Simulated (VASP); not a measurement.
# Zr (Im-3m) in VASP: settings compared

Zr is run at these levels: LDA, PBEsol; tasks: single point.

Program: VASP 6.6.1. These are calculated values, not measurements. Logs are shortened: lines on timing, memory, paths and dates and some standing lists are left out, and cuts for length are marked.

### 1 The cell of the first run

Symmetry: Im-3m, No. 229, cubic system. Conventional cell: a = 3.620 Å, b = 3.620 Å, c = 3.620 Å, α = 90.00°, β = 90.00°, γ = 90.00°. Zr (site symmetry m-3m) has 14 Zr at 3.14 to 3.62 Å within 4.1 Å.

This isn't the form of Zr at room conditions, which is hcp.

### 2 Single point, LDA

Contents of INCAR:

```
ALGO = Normal
EDIFF = 1E-6
ENCUT = 520
GGA = CA
ISIF = 2
ISMEAR = -1
LASPH = T
LCHARG = T
LELF = T
LREAL = F
LVHAR = T
LWAVE = F
NBANDS = 12
NELM = 80
PREC = Accurate
SIGMA = 0.03
```

Contents of KPOINTS:

```
k-points
0
Gamma
  16 16 16
```

Contents of POSCAR:

```
Zr
1.0
   -1.8100000000      1.8100000000      1.8100000000
    1.8100000000     -1.8100000000      1.8100000000
    1.8100000000      1.8100000000     -1.8100000000
Zr
1
Direct
    0.0000000000      0.0000000000      0.0000000000
```

Potentials or basis: VASP PAW LDA potentials, release 64 (Zr_sv).

On the command line:

```console
$ cat potpaw_LDA.64/Zr_sv/POTCAR > POTCAR
$ mpirun -np 1 vasp_std > vasp.out
```

OUTCAR:

```text
EDIFF = 1E-6
   ENCUT = 520
   GGA = CA
   ISIF = 2
   ISMEAR = -1
   LASPH = T
   LREAL = F
   NELM = 80
   PREC = Accurate

 ion  position               nearest neighbor table
   1  0.000  0.000  0.000-

  LATTYP: Found a body centered cubic cell.
 ALAT       =     3.6200000000

  Lattice vectors:

 A1 = (  -1.8100000000,   1.8100000000,   1.8100000000)
 A2 = (   1.8100000000,  -1.8100000000,   1.8100000000)
 A3 = (   1.8100000000,   1.8100000000,  -1.8100000000)

Analysis of symmetry for initial positions (statically):
=====================================================================
 Subroutine PRICEL returns:
 Original cell was already a primitive cell.

 Routine SETGRP: Setting up the symmetry group for a
 body centered cubic supercell.

 Subroutine GETGRP returns: Found 48 space group operations
 (whereof 48 operations were pure point group operations)
 out of a pool of 48 trial point group operations.

The static configuration has the point symmetry O_h .

Analysis of symmetry for dynamics (positions and initial velocities):
=====================================================================
 Subroutine PRICEL returns:
 Original cell was already a primitive cell.

 Routine SETGRP: Setting up the symmetry group for a
 body centered cubic supercell.

 Subroutine GETGRP returns: Found 48 space group operations
 (whereof 48 operations were pure point group operations)
 out of a pool of 48 trial point group operations.

The dynamic configuration has the point symmetry O_h .

 Subroutine INISYM returns: Found 48 space group operations
 (whereof 48 operations are pure point group operations),
 and found     1 'primitive' translations

----------------------------------------------------------------------------------------

                                     Primitive cell

  volume of cell :      23.7190

  direct lattice vectors                    reciprocal lattice vectors
    -1.810000000  1.810000000  1.810000000     0.000000000  0.276243094  0.276243094
     1.810000000 -1.810000000  1.810000000     0.276243094  0.000000000  0.276243094
     1.810000000  1.810000000 -1.810000000     0.276243094  0.276243094  0.000000000

  length of vectors
     3.135011962  3.135011962  3.135011962     0.390666730  0.390666730  0.390666730

  position of ions in fractional coordinates (direct lattice)
     0.000000000  0.000000000  0.000000000

  ion indices of the primitive-cell ions
   primitive index   ion index
                 1           1

----------------------------------------------------------------------------------------

 KPOINTS: k-points

Automatic generation of k-mesh.
 Grid dimensions read from file:
 generate k-points for:   16   16   16

 Generating k-lattice:

  Cartesian coordinates                     Fractional coordinates (reciprocal lattice)
     0.000000000  0.017265193  0.017265193     0.062500000  0.000000000  0.000000000
     0.017265193  0.000000000  0.017265193     0.000000000  0.062500000  0.000000000
     0.017265193  0.017265193  0.000000000     0.000000000  0.000000000  0.062500000

  Length of vectors
     0.024416671  0.024416671  0.024416671

  Shift w.r.t. Gamma in fractional coordinates (k-lattice)
     0.000000000  0.000000000  0.000000000

 Subroutine IBZKPT returns following result:
 ===========================================

 Found    145 irreducible k-points:

 Following reciprocal coordinates:
            Coordinates               Weight
  0.000000  0.000000  0.000000      1.000000
  0.062500  0.000000  0.000000     12.000000
  0.125000  0.000000  0.000000     12.000000
  0.187500  0.000000  0.000000     12.000000
  0.250000  0.000000  0.000000     12.000000
  0.312500  0.000000  0.000000     12.000000
[... 16 lines left out ...]
  0.187500  0.187500  0.000000     24.000000
  0.250000  0.187500 -0.000000     48.000000
 [... further k-points ...]
   k-points           NKPTS =    145   k-points in BZ     NKDIM =    145   number of bands    NBANDS=     12
   number of dos      NEDOS =    301   number of ions     NIONS =      1
   total plane-waves  NPLWV =  13824
   dimension x,y,z NGX =    24 NGY =   24 NGZ =   24
   dimension x,y,z NGXF=    48 NGYF=   48 NGZF=   48
   ions per type =               1
   NGX,Y,Z   is equivalent  to a cutoff of  12.73, 12.73, 12.73 a.u.
   NGXF,Y,Z  is equivalent  to a cutoff of  25.45, 25.45, 25.45 a.u.
 SYSTEM =  unknown system
   PREC   = accura    normal or accurate (medium, high low for compatibility)
   ISTART =      0    job   : 0-new  1-cont  2-samecut
   ICHARG =      2    charge: 1-file 2-atom 10-const
   ISPIN  =      1    spin polarized calculation?
   LNONCOLLINEAR =      F non collinear calculations
   LSORBIT =      F    spin-orbit coupling
   LASPH  =      T    aspherical Exc in radial PAW
   ENCUT  =  520.0 eV  38.22 Ry    6.18 a.u.   5.83  5.83  5.83*2*pi/ulx,y,z
   NELM   =     80;   NELMIN=  2; NELMDL= -5     # of ELM steps
   EDIFF  = 0.1E-05   stopping-criterion for ELM
   LREAL  =      F    real-space projection
   EDIFFG = 0.1E-04   stopping-criterion for IOM
   NSW    =      0    number of steps for IOM
   IBRION =     -1    ionic relax: 0-MD 1-quasi-New 2-CG
   NFREE  =      0    steps in history (QN), initial steepest desc. (CG)
   ISIF   =      2    stress and relaxation
   ISYM   =      2    0-nonsym 1-usesym 2-fastsym
   POTIM  = 0.5000    time-step for ionic-motion
   TEBEG  =    0.0;   TEEND  =   0.0 temperature during run
   PSTRESS=    0.0 pullay stress
   NELECT =      12.0000    total number of electrons
   NUPDOWN=      -1.0000    fix difference up-down
   EMIN   =  10.00;   EMAX   =-10.00  energy-range for DOS
   EFERMI =   0.00;   METHOD = LEGACY
   ISMEAR =    -1;   SIGMA  =   0.03  broadening in eV -4-tet -1-fermi 0-gaus
   EFERMI_NEDOS =   21; number of points for ismear=-14 and -15
   IALGO  =     38    algorithm
   IMIX   =      4    mixing-type and parameters
     AMIX     =   0.40;   BMIX     =  1.00
     AMIX_MAG =   1.60;   BMIX_MAG =  1.00
  volume/ion in A,a.u.               =      23.72       160.06
  Fermi-wavevector in a.u.,A,eV,Ry     =   1.304478  2.465105 23.152520  1.701662
  Thomas-Fermi vector in A             =   2.435411
   LORBIT       =      0    0 simple, 1 ext, 2 COOP (PROOUT), +10 PAW based schemes
   GGA     = CA    functional components
   LHFCALC =     F    Hartree Fock is set to
   AEXX    =    0.0000 exact exchange contribution
   IVDW    =     0    specifies the selected vdW correction
   LEPSILON=     F    determine dielectric tensor
   LRPA    =     F    only Hartree local field effects (RPA)
 non-spin polarized calculation
  energy-cutoff  :      520.00
  volume of cell :       23.72
 maximum number of plane-waves:       682
   NGX = 11   NGY = 11   NGZ = 11

 number of electron      12.0000000 magnetization

 Free energy of the ion-electron system (eV)
  ---------------------------------------------------
  ext. energy  EPLUGINS =         0.00000000
  ---------------------------------------------------
  free energy    TOTEN  =        -9.16720175 eV

  energy without entropy =       -9.16089727  energy(sigma->0) =       -9.16404951

 E-fermi :   8.3084     XC(G=0): -11.2050

 val. band max:        8.3031192485   @ k =  -0.3750  -0.4375   0.0625
 cond. band min:       8.3235817202   @ k =   0.1875   0.1875   0.0000
 fundamental gap:      0.0204624717
 Fermi energy:         8.3084336590

 k-point     1 :       0.0000    0.0000    0.0000
  band No.  band energies     occupation
      1     -39.9480      2.00000
      2     -17.6216      2.00000
      3     -17.6216      2.00000
      4     -17.6216      2.00000
      5       2.9930      2.00000
      6       9.3767      0.00000
      7       9.3767      0.00000
      8       9.3767      0.00000
      9      11.8137      0.00000
     10      11.8137      0.00000
     11      20.6772      0.00000
     12      20.6772      0.00000

 k-point     2 :       0.0625    0.0000    0.0000
  band No.  band energies     occupation
      1     -39.9426      2.00000
      2     -17.6594      2.00000
      3     -17.6332      2.00000
      4     -17.6219      2.00000
      5       3.1242      2.00000
      6       9.2906      0.00000
      7       9.3501      0.00000
      8       9.5030      0.00000
      9      11.6795      0.00000
     10      11.8130      0.00000
     11      20.7908      0.00000
     12      20.9127      0.00000

 k-point     3 :       0.1250    0.0000    0.0000
  band No.  band energies     occupation
      1     -39.9273      2.00000
      2     -17.7656      2.00000
      3     -17.6661      2.00000
      4     -17.6226      2.00000
      5       3.5004      2.00000
      6       9.0579      0.00000
      7       9.2342      0.00000
      8       9.8766      0.00000
      9      11.4225      0.00000
     10      11.8201      0.00000
     11      21.0482      0.00000
     12      21.5906      0.00000

 k-point     4 :       0.1875    0.0000    0.0000
  band No.  band energies     occupation
      1     -39.9041      2.00000
      2     -17.9213      2.00000
      3     -17.7147      2.00000
      4     -17.6237      2.00000
      5       4.0660      2.00000
      6       8.7393      0.00000
      7       8.9886      0.00000
      8      10.4814      0.00000
      9      11.2961      0.00000
     10      11.8557      0.00000
     11      21.1480      0.00000
     12      22.2938      0.00000

 k-point     5 :       0.2500    0.0000    0.0000
  band No.  band energies     occupation
      1     -39.8767      2.00000
      2     -18.1003      2.00000
      3     -17.7715      2.00000
      4     -17.6250      2.00000
      5       4.7102      2.00000
      6       8.3998      0.09084
      7       8.7280      0.00000
      8      11.2872      0.00000
      9      11.3749      0.00000
     10      11.9387      0.00000
     11      20.7152      0.00000
     12      21.8666      0.00000
[... 228 lines left out ...]
      1     -39.8043      2.00000
      2     -18.4757      2.00000
      3     -17.9490      2.00000
      4     -17.6765      2.00000
      5       5.9415      2.00000
      6       7.7409      2.00000
      7       9.0821      0.00000
      8      11.6349      0.00000
      9      12.5573      0.00000
     10      14.6381      0.00000
     11      18.1544      0.00000
     12      19.2307      0.00000

 k-point    22 :       0.4375    0.1250    0.0000
  band No.  band energies     occupation
      1     -39.7992      2.00000
      2     -18.5021      2.00000
      3     -17.9633      2.00000
      4     -17.6771      2.00000
      5       5.9378      2.00000
      6       7.7005      2.00000
      7       9.3034      0.00000
      8      11.6415      0.00000
      9      12.6509      0.00000
     10      15.0014      0.00000
     11      17.7794      0.00000
     12      18.9964      0.00000

 k-point    23 :       0.1875    0.1875    0.0000
  band No.  band energies     occupation
      1     -39.8428      2.00000
      2     -18.2551      2.00000
      3     -17.8434      2.00000
      4     -17.6889      2.00000
      5       5.6403      2.00000
      6       8.0292      1.99982
      7       8.3236      0.75276
      8      11.1336      0.00000
      9      12.3609      0.00000
     10      12.7484      0.00000
     11      20.1582      0.00000
     12      21.5690      0.00000

 k-point    24 :       0.2500    0.1875   -0.0000
  band No.  band energies     occupation
      1     -39.8210      2.00000
      2     -18.3477      2.00000
      3     -17.9206      2.00000
      4     -17.7011      2.00000
      5       6.1241      2.00000
      6       7.8197      2.00000
      7       8.3257      0.72030
      8      11.3185      0.00000
      9      12.4368      0.00000
     10      13.8080      0.00000
     11      19.1714      0.00000
     12      20.8233      0.00000

 [... further k-points ...]

------------------------ aborting loop because EDIFF is reached ----------------------------------------

  FORCE on cell =-STRESS in cart. coord.  units (eV):
  Direction    XX          YY          ZZ          XY          YZ          ZX
  --------------------------------------------------------------------------------------
  -------------------------------------------------------------------------------------
  Total       -1.4036850     -1.4036850     -1.4036850      0.0000000      0.0000000      0.0000000
  in kB      -94.8166332    -94.8166332    -94.8166332      0.0000000      0.0000000      0.0000000
  external PRESSURE =     -94.8166332 kB  Pullay stress =       0.0000000 kB

 VOLUME and BASIS-vectors are now :
 -----------------------------------------------------------------------------
  energy-cutoff  :      520.00
  volume of cell :       23.72
      direct lattice vectors                 reciprocal lattice vectors
    -1.810000000  1.810000000  1.810000000     0.000000000  0.276243094  0.276243094
     1.810000000 -1.810000000  1.810000000     0.276243094  0.000000000  0.276243094
     1.810000000  1.810000000 -1.810000000     0.276243094  0.276243094  0.000000000

 POSITION                                       TOTAL-FORCE (eV/Angst)
 -----------------------------------------------------------------------------------
      0.00000      0.00000      0.00000        -0.000000      0.000000      0.000000
 -----------------------------------------------------------------------------------
    total drift:                                0.000000      0.000000      0.000000

  FREE ENERGIE OF THE ION-ELECTRON SYSTEM (eV)
  ---------------------------------------------------
  free  energy   TOTEN  =        -9.1672017475 eV

  energy  without entropy=       -9.1608972655  energy(sigma->0) =       -9.16404951
```

Run time: 30 s. Hardware: 1 thread of Intel Xeon 8259CL, shared host; peak memory 0.16 GiB.

What came out:

```yaml
Free_energy: -9.1672 eV
Pressure: -9.5 GPa
Band_gap_on_the_k_mesh: zero (bands 6 and 7 overlap by 1.78 eV)
```

Caveat: the cell stands under tension.

### 3 Single point, PBEsol

Contents of INCAR:

```
ALGO     = Normal         # electronic algorithm
EDIFF    = 1E-6           # SCF threshold, eV
ENCUT    = 520            # plane-wave cutoff, eV
GGA      = PS             # functional
ISIF     = 2              # what is computed and relaxed
ISMEAR   = -1             # smearing method
LASPH    = True           # aspherical terms in the spheres
LCHARG   = True           # write CHGCAR
LELF     = True           # ELF
LREAL    = False          # projectors in reciprocal space
LVHAR    = True         
LWAVE    = False          # write WAVECAR
NBANDS   = 12             # bands
NELM     = 80             # most SCF steps
PREC     = Accurate       # precision mode
SIGMA    = 0.03           # smearing width, eV
```

KPOINTS is that of step 2.

POSCAR is that of step 2.

Potentials or basis: VASP PAW PBE potentials, release 64 (Zr_sv).

On the command line:

```console
$ cat potpaw_PBE.64/Zr_sv/POTCAR > POTCAR
$ mpirun -np 1 vasp_std > vasp.out
```

It took 26 s on 1 thread of Intel Xeon 8259CL, shared host; peak memory 0.17 GiB.

Results (log left out):

| Item | Value |
| --- | --- |
| Free energy | -8.9759 eV |
| Pressure | -6.7 GPa |
| Band gap on the k mesh | zero (bands 6 and 7 overlap by 1.82 eV) |

Levels at points of the mesh, in eV from the Fermi level:
```
           k point  band 3  band 4  band 5  band 6  band 7  band 8  band 9  band 10
(0.00, 0.00, 0.00)  -25.99  -25.99   -5.35    1.10    1.10    1.10    3.54     3.54
(0.50, 0.00, 0.00)  -26.28  -26.00   -2.74   -0.64    1.53    3.51    4.18     6.19
(0.50, 0.50, 0.50)  -26.63  -26.63   -2.46   -2.46    5.54    5.54    5.54     7.24
```

Caveat: the cell stands under tension; the PAW data sets were made with another functional, which shifts forces and pressure a little.
